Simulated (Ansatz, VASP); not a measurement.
# One calculation of AlN, two programs

```
CELL_PARAMETERS angstrom
0.00000 2.18488 2.18488
2.18488 0.00000 2.18488
2.18488 2.18488 0.00000
ATOMIC_POSITIONS crystal
Al 0.00000 0.00000 0.00000
N 0.75000 0.75000 0.75000
```

Alike in both runs: task single point; functional HSE06; k mesh 8 × 8 × 8; no spin polarisation.

```csv
,VASP,Ansatz
version,VASP 6.6.1,Ansatz 0.2.0
potentials or method,"VASP PAW PBE potentials, release 64 (Al, N)","plane waves, PAW"
plane-wave cutoff (eV),520,420
occupations,"gaussian, width 0.01 eV",fixed
valence electrons in the cell,8,8
```

|  | VASP | Ansatz | Ansatz less VASP |
| --- | --- | --- | --- |
| gap on the k mesh at the Fermi level (eV) | 4.55 | 4.55 | 0.000 |
| pressure (GPa) | -0.8 | -0.6 | +0.16 |

Ansatz's warnings: stress exchange threshold loose, stress scf threshold loose.
